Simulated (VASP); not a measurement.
# Mg: relaxation of cell and atoms with PBE

Mg:

```
CELL_PARAMETERS angstrom
2.82776 0.00000 0.00000
-1.41388 2.44891 0.00000
0.00000 0.00000 2.65810
ATOMIC_POSITIONS crystal
Mg 0.00000 0.00000 0.00000
```

This isn't the form of Mg at room conditions, which is hcp.

```
Program                : VASP 6.6.1
Task                   : relaxation of cell and atoms
Functional             : PBE
Potentials or basis    : VASP PAW PBE potentials, release 64 (Mg)
Cutoff                 : 600 eV
k mesh                 : 16 × 16 × 14
Occupations            : fermi-dirac, width 0.1 eV
Spin                   : no spin polarisation
Target pressure        : 15 GPa
Dipole correction      : no
Further INCAR settings : ALGO = Normal; EDIFF = 1e-06; IBRION = 2; EDIFFG = -0.005; NSW = 60; ISIF = 3
```

```json
{"Relaxed volume": "18.78 Å³/atom", "Relaxed cell": "a = 2.828 Å, b = 2.828 Å, c = 2.712 Å, α = 90.00°, β = 90.00°, γ = 120.00°", "Space group after relaxing (to 0.1 Å)": "P6/mmm (No. 191)", "Energy change on relaxing (the run minimises the enthalpy)": "-39.4 meV/atom", "Ionic steps": "5", "Pressure after relaxing": "15.0 GPa", "Band gap on the k mesh": "zero (bands 1 and 2 overlap by 6.15 eV)"}
```

Step by step:
```csv
step,energy change (eV),largest force (eV/Å),pressure (GPa),volume (Å³)
1,0.0000,0.0000,16.44,18.41
2,-0.0460,0.0000,14.72,18.85
3,-0.0424,0.0000,14.86,18.81
4,-0.0385,0.0000,15.05,18.77
5,-0.0394,0.0000,15.00,18.78
```

Final structure:
```
Mg
1.0
     2.82755    0.00000    0.00000
    -1.41378    2.44873    0.00000
     0.00000    0.00000    2.71223
Mg
1
Direct
  0.00000 0.00000 0.00000
```

Levels at points of the mesh, in eV from the Fermi level:
| k point | band 1 | band 2 | band 3 | band 4 |
| --- | --- | --- | --- | --- |
| (0.00, 0.00, 0.00) | -7.88 | 9.46 | 11.64 | 13.83 |
| (0.50, 0.00, 0.00) | -2.18 | -1.36 | 9.08 | 9.96 |
| (0.00, 0.00, 0.50) | -2.95 | -2.82 | 16.82 | 16.82 |
| (0.50, 0.00, 0.50) | 2.10 | 2.77 | 2.80 | 4.27 |

Wall time 22 s on 1 thread of AMD EPYC 9R45 (Zen 5) (shared host), peak memory 0.14 GiB.

Caveat: the cell is relaxed towards a set pressure, so the run minimises the enthalpy, not the energy.
